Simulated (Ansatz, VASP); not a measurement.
**One calculation of SnTe, two programs**

```
CELL_PARAMETERS angstrom
0.00000 3.15085 3.15085
3.15085 0.00000 3.15085
3.15085 3.15085 0.00000
ATOMIC_POSITIONS crystal
Te 0.50000 0.50000 0.50000
Sn 0.00000 0.00000 0.00000
```

Alike in both runs: task single point; functional PBEsol; k mesh 7 × 7 × 7; occupations fermi-dirac, width 0.05 eV; non-collinear spin, spin-orbit coupling.

|  | VASP | Ansatz |
| --- | --- | --- |
| version | VASP 6.6.1 | Ansatz 0.2.0 |
| potentials or method | VASP PAW PBE potentials, release 64 (Te, Sn_d) | Ansatz PAW |
| plane-wave cutoff (eV) | 520 | 420 |
| valence electrons in the cell | 20 | 30 |

|  | VASP | Ansatz | Ansatz less VASP |
| --- | --- | --- | --- |
| pressure (GPa) | -0.4 | -0.4 | -0.03 |
| net moment per atom (μB) | 0.00 | 0.00 | 0.000 |

VASP's potentials were made for PBE, not for PBEsol. VASP's potentials hold 20 valence electrons a cell and Ansatz's 30, so a difference there can come from the potentials and not from the codes.
